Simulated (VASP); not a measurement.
# ZnW (Fd-3m) in VASP: single point with r2SCAN

Aim: the single point of ZnW with r2SCAN.

Everything below comes from runs of VASP 6.6.1. Logs are shortened: lines on timing, memory, paths and dates and some standing lists are left out, and cuts for length are marked.

## Step 1: The cell of the first run

It takes space group Fd-3m (No. 227, cubic). The conventional cell has a = 6.215 Å, b = 6.215 Å, c = 6.215 Å, α = 90.00°, β = 90.00°, γ = 90.00°. Within 3.5 Å of Zn (site symmetry -43m) lie 4 Zn at 2.69 Å and 10 W at 2.69 to 3.11 Å. Within 3.5 Å of W (site symmetry -43m) lie 10 Zn at 2.69 to 3.11 Å and 4 W at 2.69 Å.

## Step 2: Single point, r2SCAN

Contents of POSCAR:

```
ZnW
1.0
    0.0000000000      3.1075460073      3.1075460073
    3.1075460073      0.0000000000      3.1075460073
    3.1075460073      3.1075460073      0.0000000000
Zn W
2 2
Direct
    0.0000000000      0.0000000000      0.0000000000
    0.2500000000      0.2500000000      0.2500000000
    0.5000000000      0.5000000000      0.5000000000
    0.7500000000      0.7500000000      0.7500000000
```

Contents of INCAR.step1:

```
SYSTEM = ZnW
ALGO = Normal
EDIFF = 1E-5
ENCUT = 550
GGA = PE
GGA_COMPAT = .False.
ISMEAR = 0
LASPH = .True.
LCHARG = .False.
LREAL = .False.
LWAVE = .True.
NBANDS = 34
NELM = 120
PREC = Accurate
SIGMA = 0.1
```

Contents of INCAR.step2:

```
SYSTEM = ZnW
ALGO = Normal
EDIFF = 1E-6
ENCUT = 550
GGA_COMPAT = .False.
ISIF = 2
ISMEAR = 0
ISTART = 1
LASPH = .True.
LCHARG = .False.
LMIXTAU = .True.
LREAL = .False.
LWAVE = .False.
METAGGA = R2SCAN
NBANDS = 34
NELM = 120
PREC = Accurate
SIGMA = 0.1
```

Contents of KPOINTS:

```
k-points
0
Gamma
  14 14 14
  0 0 0
```

Potentials or basis: VASP PAW PBE potentials, release 64 (Zn, W_sv).

Command:

```
$ cat potpaw_PBE.64/Zn/POTCAR potpaw_PBE.64/W_sv/POTCAR > POTCAR
$ cp INCAR.step1 INCAR
$ mpirun -np 1 vasp_std > vasp.out
$ cp INCAR.step2 INCAR
$ mpirun -np 1 vasp_std > vasp.out
```

OUTCAR:

```text
SYSTEM = ZnW
   EDIFF = 1E-6
   ENCUT = 550
   ISIF = 2
   ISMEAR = 0
   ISTART = 1
   LASPH = .True.
   LREAL = .False.
   METAGGA = R2SCAN
   NELM = 120
   PREC = Accurate

 ion  position               nearest neighbor table
   1  0.000  0.000  0.000-   4 2.69   4 2.69   4 2.69   2 2.69   4 2.69   2 2.69   2 2.69   2 2.69
                             3 3.11   3 3.11   3 3.11   3 3.11   3 3.11   3 3.11
   2  0.250  0.250  0.250-   1 2.69   1 2.69   1 2.69   1 2.69   3 2.69   3 2.69   3 2.69   3 2.69
                             4 3.11   4 3.11   4 3.11   4 3.11   4 3.11   4 3.11
   3  0.500  0.500  0.500-   2 2.69   2 2.69   2 2.69   2 2.69   4 2.69   4 2.69   4 2.69   4 2.69
                             1 3.11   1 3.11   1 3.11   1 3.11   1 3.11   1 3.11
   4  0.750  0.750  0.750-   3 2.69   3 2.69   3 2.69   1 2.69   3 2.69   1 2.69   1 2.69   1 2.69
                             2 3.11   2 3.11   2 3.11   2 3.11   2 3.11   2 3.11

  LATTYP: Found a face centered cubic cell.
 ALAT       =     6.2150920146

  Lattice vectors:

 A1 = (   0.0000000000,   3.1075460073,   3.1075460073)
 A2 = (   3.1075460073,   0.0000000000,   3.1075460073)
 A3 = (   3.1075460073,   3.1075460073,   0.0000000000)

Analysis of symmetry for initial positions (statically):
=====================================================================
 Subroutine PRICEL returns:
 Original cell was already a primitive cell.

 Routine SETGRP: Setting up the symmetry group for a
 face centered cubic supercell.

 Subroutine GETGRP returns: Found 48 space group operations
 (whereof 24 operations were pure point group operations)
 out of a pool of 48 trial point group operations.

The static configuration has the point symmetry T_d .
 The point group associated with its full space group is O_h .

Analysis of symmetry for dynamics (positions and initial velocities):
=====================================================================
 Subroutine PRICEL returns:
 Original cell was already a primitive cell.

 Routine SETGRP: Setting up the symmetry group for a
 face centered cubic supercell.

 Subroutine GETGRP returns: Found 48 space group operations
 (whereof 24 operations were pure point group operations)
 out of a pool of 48 trial point group operations.

The dynamic configuration has the point symmetry T_d .
 The point group associated with its full space group is O_h .

 Subroutine INISYM returns: Found 48 space group operations
 (whereof 24 operations are pure point group operations),
 and found     1 'primitive' translations

----------------------------------------------------------------------------------------

                                     Primitive cell

  volume of cell :      60.0182

  direct lattice vectors                    reciprocal lattice vectors
     0.000000000  3.107546007  3.107546007    -0.160898664  0.160898664  0.160898664
     3.107546007  0.000000000  3.107546007     0.160898664 -0.160898664  0.160898664
     3.107546007  3.107546007  0.000000000     0.160898664  0.160898664 -0.160898664

  length of vectors
     4.394733709  4.394733709  4.394733709     0.278684660  0.278684660  0.278684660

  position of ions in fractional coordinates (direct lattice)
     0.000000000  0.000000000  0.000000000
     0.250000000  0.250000000  0.250000000
     0.500000000  0.500000000  0.500000000
     0.750000000  0.750000000  0.750000000

  ion indices of the primitive-cell ions
   primitive index   ion index
                 1           1
                 2           2
                 3           3
                 4           4

----------------------------------------------------------------------------------------

 KPOINTS: k-points

Automatic generation of k-mesh.
 Grid dimensions read from file:
 generate k-points for:   14   14   14

 Generating k-lattice:

  Cartesian coordinates                     Fractional coordinates (reciprocal lattice)
    -0.011492762  0.011492762  0.011492762     0.071428571  0.000000000  0.000000000
     0.011492762 -0.011492762  0.011492762     0.000000000  0.071428571  0.000000000
     0.011492762  0.011492762 -0.011492762     0.000000000  0.000000000  0.071428571

  Length of vectors
     0.019906047  0.019906047  0.019906047

  Shift w.r.t. Gamma in fractional coordinates (k-lattice)
     0.000000000  0.000000000  0.000000000

 Subroutine IBZKPT returns following result:
 ===========================================

 Found    104 irreducible k-points:

 Following reciprocal coordinates:
            Coordinates               Weight
  0.000000  0.000000  0.000000      1.000000
  0.071429  0.000000  0.000000      8.000000
  0.142857  0.000000  0.000000      8.000000
  0.214286  0.000000  0.000000      8.000000
  0.285714  0.000000  0.000000      8.000000
  0.357143  0.000000  0.000000      8.000000
[... 16 lines left out ...]
  0.214286  0.142857  0.000000     24.000000
  0.285714  0.142857  0.000000     24.000000
 [... further k-points ...]
   k-points           NKPTS =    104   k-points in BZ     NKDIM =    104   number of bands    NBANDS=     34
   number of dos      NEDOS =    301   number of ions     NIONS =      4
   total plane-waves  NPLWV =  46656
   dimension x,y,z NGX =    36 NGY =   36 NGZ =   36
   dimension x,y,z NGXF=    72 NGYF=   72 NGZF=   72
   ions per type =               2   2
   NGX,Y,Z   is equivalent  to a cutoff of  13.62, 13.62, 13.62 a.u.
   NGXF,Y,Z  is equivalent  to a cutoff of  27.24, 27.24, 27.24 a.u.
 SYSTEM =  ZnW
   PREC   = accura    normal or accurate (medium, high low for compatibility)
   ISTART =      1    job   : 0-new  1-cont  2-samecut
   ICHARG =      0    charge: 1-file 2-atom 10-const
   ISPIN  =      1    spin polarized calculation?
   LNONCOLLINEAR =      F non collinear calculations
   LSORBIT =      F    spin-orbit coupling
   LASPH  =      T    aspherical Exc in radial PAW
   ENCUT  =  550.0 eV  40.42 Ry    6.36 a.u.   8.40  8.40  8.40*2*pi/ulx,y,z
   NELM   =    120;   NELMIN=  2; NELMDL=  0     # of ELM steps
   EDIFF  = 0.1E-05   stopping-criterion for ELM
   LREAL  =      F    real-space projection
   EDIFFG = 0.1E-04   stopping-criterion for IOM
   NSW    =      0    number of steps for IOM
   IBRION =     -1    ionic relax: 0-MD 1-quasi-New 2-CG
   NFREE  =      0    steps in history (QN), initial steepest desc. (CG)
   ISIF   =      2    stress and relaxation
   ISYM   =      2    0-nonsym 1-usesym 2-fastsym
   POTIM  = 0.5000    time-step for ionic-motion
   TEBEG  =    0.0;   TEEND  =   0.0 temperature during run
   PSTRESS=    0.0 pullay stress
   NELECT =      52.0000    total number of electrons
   NUPDOWN=      -1.0000    fix difference up-down
   EMIN   =  10.00;   EMAX   =-10.00  energy-range for DOS
   EFERMI =   0.00;   METHOD = LEGACY
   ISMEAR =     0;   SIGMA  =   0.10  broadening in eV -4-tet -1-fermi 0-gaus
   EFERMI_NEDOS =   21; number of points for ismear=-14 and -15
   IALGO  =     38    algorithm
   IMIX   =      4    mixing-type and parameters
     AMIX     =   0.40;   BMIX     =  1.00
     AMIX_MAG =   1.60;   BMIX_MAG =  1.00
  volume/ion in A,a.u.               =      15.00       101.26
  Fermi-wavevector in a.u.,A,eV,Ry     =   1.560684  2.949266 33.140191  2.435735
  Thomas-Fermi vector in A             =   2.663860
   LORBIT       =      0    0 simple, 1 ext, 2 COOP (PROOUT), +10 PAW based schemes
   METAGGA = R2SCAN    functional components
   LHFCALC =     F    Hartree Fock is set to
   AEXX    =    0.0000 exact exchange contribution
   IVDW    =     0    specifies the selected vdW correction
   LEPSILON=     F    determine dielectric tensor
   LRPA    =     F    only Hartree local field effects (RPA)
 non-spin polarized calculation
 Gauss-broadening in eV      SIGMA  =   0.10
  energy-cutoff  :      550.00
  volume of cell :       60.02
 maximum number of plane-waves:      1807
 NGX is ok and might be reduce to    36
   NGX = 17   NGY = 17   NGZ = 17

 number of electron      52.0000016 magnetization

 Free energy of the ion-electron system (eV)
  ---------------------------------------------------
  ext. energy  EPLUGINS =         0.00000000
  ---------------------------------------------------
  free energy    TOTEN  =      -118.92266805 eV

  energy without entropy =     -118.91439563  energy(sigma->0) =     -118.91853184

 E-fermi :   7.1071     XC(G=0): -14.0629

 val. band max:        7.0783420475   @ k =   0.4286   0.2857   0.1429
 cond. band min:       7.1093681819   @ k =   0.4286   0.2857   0.0714
 fundamental gap:      0.0310261344
 Fermi energy:         7.1071248370

 k-point     1 :       0.0000    0.0000    0.0000
  band No.  band energies     occupation
      1     -68.2869      2.00000
      2     -68.1208      2.00000
      3     -32.1029      2.00000
      4     -32.1029      2.00000
      5     -32.1029      2.00000
      6     -31.5386      2.00000
[... 26 lines left out ...]
     33      12.6506      0.00000
     34      12.7553      0.00000

 k-point     2 :       0.0714    0.0000    0.0000
  band No.  band energies     occupation
      1     -68.2854      2.00000
      2     -68.1223      2.00000
      3     -32.1063      2.00000
      4     -32.1063      2.00000
      5     -32.1025      2.00000
      6     -31.5397      2.00000
[... 26 lines left out ...]
     33      12.8002      0.00000
     34      13.1598      0.00000

 k-point     3 :       0.1429    0.0000    0.0000
  band No.  band energies     occupation
      1     -68.2809      2.00000
      2     -68.1269      2.00000
      3     -32.1157      2.00000
      4     -32.1157      2.00000
      5     -32.1012      2.00000
      6     -31.5427      2.00000
[... 26 lines left out ...]
     33      13.0483      0.00000
     34      14.1795      0.00000
[... 704 lines left out ...]
 k-point    23 :       0.2143    0.1429    0.0000
  band No.  band energies     occupation
      1     -68.2734      2.00000
      2     -68.1345      2.00000
      3     -32.1440      2.00000
      4     -32.1438      2.00000
      5     -32.0641      2.00000
      6     -31.5829      2.00000
[... 26 lines left out ...]
     33      13.7054      0.00000
     34      13.8772      0.00000

 k-point    24 :       0.2857    0.1429    0.0000
  band No.  band energies     occupation
      1     -68.2658      2.00000
      2     -68.1422      2.00000
      3     -32.1599      2.00000
      4     -32.1574      2.00000
      5     -32.0531      2.00000
      6     -31.5956      2.00000
[... 26 lines left out ...]
     33      13.3285      0.00000
     34      14.0633      0.00000

 [... further k-points ...]

------------------------ aborting loop because EDIFF is reached ----------------------------------------

  FORCE on cell =-STRESS in cart. coord.  units (eV):
  Direction    XX          YY          ZZ          XY          YZ          ZX
  --------------------------------------------------------------------------------------
  -------------------------------------------------------------------------------------
  Total        0.3059025      0.3059025      0.3059025      0.0000000      0.0000000     -0.0000000
  in kB        8.1660276      8.1660276      8.1660276      0.0000000      0.0000000     -0.0000000
  external PRESSURE =       8.1660276 kB  Pullay stress =       0.0000000 kB

 VOLUME and BASIS-vectors are now :
 -----------------------------------------------------------------------------
  energy-cutoff  :      550.00
  volume of cell :       60.02
      direct lattice vectors                 reciprocal lattice vectors
     0.000000000  3.107546007  3.107546007    -0.160898664  0.160898664  0.160898664
     3.107546007  0.000000000  3.107546007     0.160898664 -0.160898664  0.160898664
     3.107546007  3.107546007  0.000000000     0.160898664  0.160898664 -0.160898664

 POSITION                                       TOTAL-FORCE (eV/Angst)
 -----------------------------------------------------------------------------------
      0.00000      0.00000      0.00000        -0.000000      0.000000     -0.000000
      1.55377      1.55377      1.55377        -0.000000      0.000000      0.000000
      3.10755      3.10755      3.10755         0.000000     -0.000000     -0.000000
      4.66132      4.66132      4.66132        -0.000000     -0.000000      0.000000
 -----------------------------------------------------------------------------------
    total drift:                                0.000000      0.000000      0.000000

  FREE ENERGIE OF THE ION-ELECTRON SYSTEM (eV)
  ---------------------------------------------------
  free  energy   TOTEN  =      -118.9226680510 eV

  energy  without entropy=     -118.9143956258  energy(sigma->0) =     -118.91853184
```

Wall time 12 min (1 thread of Intel Xeon 8259CL, shared host); peak memory 0.36 GiB.

Results:

| Quantity | Value |
| --- | --- |
| Free energy | -118.9227 eV |
| Pressure | 0.8 GPa |
| Band gap on the k mesh | zero (bands 26 and 27 overlap by 2.33 eV) |

Levels at points of the mesh, in eV from the Fermi level:
| k point | band 22 | band 23 | band 24 | band 25 | band 26 | band 27 | band 28 | band 29 | band 30 | band 31 |
| --- | --- | --- | --- | --- | --- | --- | --- | --- | --- | --- |
| (0.00, 0.00, 0.00) | -2.55 | -1.71 | -1.71 | -0.57 | -0.57 | -0.57 | 4.04 | 4.07 | 4.07 | 5.54 |
| (0.50, 0.00, 0.00) | -3.39 | -1.87 | -1.87 | -1.78 | 1.33 | 1.33 | 1.48 | 2.62 | 2.62 | 4.83 |
| (0.50, 0.50, 0.00) | -2.81 | -2.04 | -2.04 | -0.67 | -0.67 | 0.50 | 0.50 | 2.75 | 2.75 | 3.26 |

Caveat: the PAW data sets were made with another functional, which shifts forces and pressure a little; spin-orbit coupling is left out, which moves the levels of the heavy elements.

The gap in the log of VASP goes by the Fermi energy; the results here count the filled bands.